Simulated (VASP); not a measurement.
# Cu (P6_3/mmc) in VASP: single point with PBE

Aim: the single point of Cu with PBE.

All numbers are computed with VASP 6.6.1; they aren't measurements. Logs are shortened: lines on timing, memory, paths and dates and some standing lists are left out, and cuts for length are marked.

## (1) The cell of the first run

The structure is hexagonal, space group P6_3/mmc (No. 194). Conventional cell: a = 2.568 Å, b = 2.568 Å, c = 4.191 Å, α = 90.00°, β = 90.00°, γ = 120.00°. Cu (site symmetry -6m2) has 12 Cu at 2.57 Å within 3.4 Å.

This isn't the form of Cu at room conditions, which is fcc.

## (2) Single point, PBE, non-collinear spin, zero start, spin-orbit coupling

Input file POSCAR:

```
Cu
1.0
    2.5683068392      0.0000000000      0.0000000000
   -1.2841534196      2.2242189674      0.0000000000
    0.0000000000      0.0000000000      4.1911254457
Cu
2
Direct
    0.3333333333      0.6666666667      0.7500000000
    0.6666666667      0.3333333333      0.2500000000
```

Input file INCAR.step1:

```
PREC = Accurate
ENCUT = 520
EDIFF = 1E-7
ISMEAR = 0
SIGMA = 0.05
LREAL = False
LASPH = True
NELM = 150
ALGO = Normal
ISIF = 2
LWAVE = False
LCHARG = True
MAGMOM = 0 0 0 0 0 0
LSORBIT = True
GGA_COMPAT = False
LORBMOM = True
LMAXMIX = 4
GGA = PE
NBANDS = 34
```

Input file KPOINTS.step1:

```
Automatic mesh
0
Gamma
  18 18 10
```

Input file INCAR.step2:

```
PREC = Accurate
ENCUT = 520
EDIFF = 1E-7
ISMEAR = -5
SIGMA = 0.05
LREAL = False
LASPH = True
NELM = 150
ALGO = Normal
ISIF = 2
LWAVE = False
LCHARG = False
MAGMOM = 0 0 0 0 0 0
LORBIT = 11
LSORBIT = True
GGA_COMPAT = False
LORBMOM = True
LMAXMIX = 4
GGA = PE
NEDOS = 1001
ICHARG = 11
```

Input file KPOINTS.step2:

```
Automatic mesh
0
Gamma
  27 27 15
```

Potentials or basis: VASP PAW PBE potentials, release 64 (Cu).

On the command line:

```console
$ cat potpaw_PBE.64/Cu/POTCAR > POTCAR
$ cp INCAR.step1 INCAR
$ cp KPOINTS.step1 KPOINTS
$ mpirun -np 1 vasp_ncl > vasp.out
$ cp INCAR.step2 INCAR
$ cp KPOINTS.step2 KPOINTS
$ mpirun -np 1 vasp_ncl > vasp.out
```

OUTCAR:

```text
PREC = Accurate
   ENCUT = 520
   EDIFF = 1E-7
   ISMEAR = -5
   LREAL = False
   LASPH = True
   NELM = 150
   ISIF = 2
   LORBIT = 11
   LSORBIT = True
   GGA = PE
   ICHARG = 11

 ion  position               nearest neighbor table
   1  0.333  0.667  0.750-   2 2.57   2 2.57   2 2.57   2 2.57   2 2.57   2 2.57
   2  0.667  0.333  0.250-   1 2.57   1 2.57   1 2.57   1 2.57   1 2.57   1 2.57

  LATTYP: Found a hexagonal cell.
 ALAT       =     2.5683068392
 C/A-ratio  =     1.6318632111

  Lattice vectors:

 A1 = (   2.5683068392,   0.0000000000,   0.0000000000)
 A2 = (  -1.2841534196,   2.2242189674,   0.0000000000)
 A3 = (   0.0000000000,   0.0000000000,   4.1911254457)

Analysis of symmetry for initial positions (statically):
=====================================================================
 Subroutine PRICEL returns:
 Original cell was already a primitive cell.

 Routine SETGRP: Setting up the symmetry group for a
 hexagonal supercell.

 Subroutine GETGRP returns: Found 24 space group operations
 (whereof 12 operations were pure point group operations)
 out of a pool of 24 trial point group operations.

The static configuration has the point symmetry D_3d.
 The point group associated with its full space group is D_6h.

Analysis of symmetry for dynamics (positions and initial velocities):
=====================================================================
 Subroutine PRICEL returns:
 Original cell was already a primitive cell.

 Routine SETGRP: Setting up the symmetry group for a
 hexagonal supercell.

 Subroutine GETGRP returns: Found 24 space group operations
 (whereof 12 operations were pure point group operations)
 out of a pool of 24 trial point group operations.

The dynamic configuration has the point symmetry D_3d.
 The point group associated with its full space group is D_6h.

Analysis of structural, dynamic, and magnetic symmetry:
=====================================================================
 Subroutine PRICEL returns:
 Original cell was already a primitive cell.

 Routine SETGRP: Setting up the symmetry group for a
 hexagonal supercell.

 Subroutine GETGRP returns: Found 24 space group operations
 (whereof 12 operations were pure point group operations)
 out of a pool of 24 trial point group operations.

The overall configuration has the point symmetry D_3d.
 The point group associated with its full space group is D_6h.

 Subroutine INISYM returns: Found 24 space group operations
 (whereof 12 operations are pure point group operations),
 and found     1 'primitive' translations

----------------------------------------------------------------------------------------

                                     Primitive cell

  volume of cell :      23.9417

  direct lattice vectors                    reciprocal lattice vectors
     2.568306839  0.000000000  0.000000000     0.389361577  0.224798011  0.000000000
    -1.284153420  2.224218967  0.000000000     0.000000000  0.449596022  0.000000000
     0.000000000  0.000000000  4.191125446     0.000000000  0.000000000  0.238599396

  length of vectors
     2.568306839  2.568306839  4.191125446     0.449596022  0.449596022  0.238599396

  position of ions in fractional coordinates (direct lattice)
     0.333333333  0.666666667  0.750000000
     0.666666667  0.333333333  0.250000000

  ion indices of the primitive-cell ions
   primitive index   ion index
                 1           1
                 2           2

----------------------------------------------------------------------------------------

 KPOINTS: Automatic mesh

Automatic generation of k-mesh.
 Grid dimensions read from file:
 generate k-points for:   27   27   15

 Generating k-lattice:

  Cartesian coordinates                     Fractional coordinates (reciprocal lattice)
[... 97 lines left out ...]
 NGX is ok and might be reduce to    20

 number of electron      22.0000007 magnetization      -0.0000000      0.0000000      0.0000000

 Free energy of the ion-electron system (eV)
  ---------------------------------------------------
  ext. energy  EPLUGINS =         0.00000000
  ---------------------------------------------------
  free energy    TOTEN  =        -7.45210796 eV

  energy without entropy =       -7.45210796  energy(sigma->0) =       -7.45210796

 E-fermi :   7.4225     XC(G=0): -12.6475

 val. band max:        7.4730544162   @ k =   0.4815   0.0370   0.0000
 cond. band min:       7.4181255436   @ k =   0.2963   0.1852   0.4000
 fundamental gap:     -0.0549288726
 Fermi energy:         7.4225191893

 k-point     1 :       0.0000    0.0000    0.0000
  band No.  band energies     occupation
      1      -1.8298      1.00000
      2      -1.8298      1.00000
      3       2.4126      1.00000
      4       2.4126      1.00000
      5       4.3702      1.00000
      6       4.3702      1.00000
[... 781 lines left out ...]
     29      20.3808      0.00000
     30      20.3860      0.00000

 [... further k-points ...]

------------------------ aborting loop because EDIFF is reached ----------------------------------------

  FORCE on cell =-STRESS in cart. coord.  units (eV):
  Direction    XX          YY          ZZ          XY          YZ          ZX
  --------------------------------------------------------------------------------------
  -------------------------------------------------------------------------------------
  Total       -0.0396644     -0.0396644      0.0156610      0.0000000      0.0000000      0.0000000
  in kB       -2.6543376     -2.6543376      1.0480310      0.0000000      0.0000000      0.0000000
  external PRESSURE =      -1.4202147 kB  Pullay stress =       0.0000000 kB

 VOLUME and BASIS-vectors are now :
 -----------------------------------------------------------------------------
  energy-cutoff  :      520.00
  volume of cell :       23.94
      direct lattice vectors                 reciprocal lattice vectors
     2.568306839  0.000000000  0.000000000     0.389361577  0.224798011  0.000000000
    -1.284153420  2.224218967  0.000000000     0.000000000  0.449596022  0.000000000
     0.000000000  0.000000000  4.191125446     0.000000000  0.000000000  0.238599396

 POSITION                                       TOTAL-FORCE (eV/Angst)
 -----------------------------------------------------------------------------------
     -0.00000      1.48281      3.14334        -0.000000      0.000000     -0.000000
      1.28415      0.74141      1.04778         0.000000     -0.000000      0.000000
 -----------------------------------------------------------------------------------
    total drift:                                0.000000      0.000000     -0.000000

  FREE ENERGIE OF THE ION-ELECTRON SYSTEM (eV)
  ---------------------------------------------------
  free  energy   TOTEN  =        -7.4521079585 eV

  energy  without entropy=       -7.4521079585  energy(sigma->0) =       -7.45210796

 orbital moment (x)

 # of ion     p       d       tot
 ----------------------------------------
  1         0.000   0.000   0.000
  2         0.000  -0.000  -0.000
 ----------------------------------------
            0.000  -0.000  -0.000

 orbital moment (y)

 # of ion     p       d       tot
 ----------------------------------------
  1         0.000  -0.000  -0.000
  2         0.000  -0.000  -0.000
 ----------------------------------------
            0.000  -0.000  -0.000

 orbital moment (z)

 # of ion     p       d       tot
 ----------------------------------------
  1         0.000   0.000   0.000
  2         0.000   0.000   0.000
 ----------------------------------------
            0.000   0.000   0.000

 Spin-Orbit-Coupling matrix elements

 Ion:    1  E_soc:     -0.0130600
 l=   1
     0.0000000    -0.0003442    -0.0003451
    -0.0003442     0.0000000    -0.0003442
    -0.0003451    -0.0003442     0.0000000
 l=   2
     0.0000000    -0.0003653     0.0000000    -0.0003653    -0.0014626
    -0.0003653     0.0000000    -0.0011050    -0.0003625    -0.0003653
     0.0000000    -0.0011050     0.0000000    -0.0011050     0.0000000
    -0.0003653    -0.0003625    -0.0011050     0.0000000    -0.0003653
    -0.0014626    -0.0003653     0.0000000    -0.0003653     0.0000000
 l=   3
     0.0000000     0.0000000     0.0000000     0.0000000     0.0000000     0.0000000     0.0000000
     0.0000000     0.0000000     0.0000000     0.0000000     0.0000000     0.0000000     0.0000000
     0.0000000     0.0000000     0.0000000     0.0000000     0.0000000     0.0000000     0.0000000
     0.0000000     0.0000000     0.0000000     0.0000000     0.0000000     0.0000000     0.0000000
     0.0000000     0.0000000     0.0000000     0.0000000     0.0000000     0.0000000     0.0000000
     0.0000000     0.0000000     0.0000000     0.0000000     0.0000000     0.0000000     0.0000000
     0.0000000     0.0000000     0.0000000     0.0000000     0.0000000     0.0000000     0.0000000

 Ion:    2  E_soc:     -0.0130600
 l=   1
     0.0000000    -0.0003442    -0.0003451
    -0.0003442     0.0000000    -0.0003442
    -0.0003451    -0.0003442     0.0000000
 l=   2
     0.0000000    -0.0003653     0.0000000    -0.0003653    -0.0014626
    -0.0003653     0.0000000    -0.0011050    -0.0003625    -0.0003653
     0.0000000    -0.0011050     0.0000000    -0.0011050     0.0000000
    -0.0003653    -0.0003625    -0.0011050     0.0000000    -0.0003653
    -0.0014626    -0.0003653     0.0000000    -0.0003653     0.0000000
 l=   3
     0.0000000     0.0000000     0.0000000     0.0000000     0.0000000     0.0000000     0.0000000
     0.0000000     0.0000000     0.0000000     0.0000000     0.0000000     0.0000000     0.0000000
     0.0000000     0.0000000     0.0000000     0.0000000     0.0000000     0.0000000     0.0000000
     0.0000000     0.0000000     0.0000000     0.0000000     0.0000000     0.0000000     0.0000000
     0.0000000     0.0000000     0.0000000     0.0000000     0.0000000     0.0000000     0.0000000
     0.0000000     0.0000000     0.0000000     0.0000000     0.0000000     0.0000000     0.0000000
     0.0000000     0.0000000     0.0000000     0.0000000     0.0000000     0.0000000     0.0000000

 total charge

# of ion       s       p       d       tot
------------------------------------------
    1        0.443   0.373   9.172   9.987
    2        0.443   0.373   9.172   9.987
--------------------------------------------------
tot          0.886   0.745  18.344  19.975

 magnetization (x)

# of ion       s       p       d       tot
------------------------------------------
    1        0.000   0.000   0.000   0.000
    2        0.000   0.000  -0.000  -0.000
--------------------------------------------------
tot          0.000   0.000  -0.000  -0.000

 magnetization (y)

# of ion       s       p       d       tot
------------------------------------------
    1       -0.000   0.000  -0.000  -0.000
    2        0.000   0.000  -0.000  -0.000
--------------------------------------------------
tot         -0.000   0.000  -0.000  -0.000

 magnetization (z)

# of ion       s       p       d       tot
------------------------------------------
    1        0.000   0.000   0.000   0.000
    2        0.000   0.000   0.000   0.000
--------------------------------------------------
tot          0.000   0.000   0.000   0.000
```

It took 16 min on 1 thread of Oxide Virtual Turin-like, shared host; peak memory 0.62 GiB.

Results:

```
Net moment                                            : 0.00 μB per cell
Valence electrons inside the program's atomic spheres : Cu 9.99
```

Moments on the atoms (μB; x, y, z):
```
Cu  0.00 0.00 0.00
Cu  0.00 0.00 0.00
```
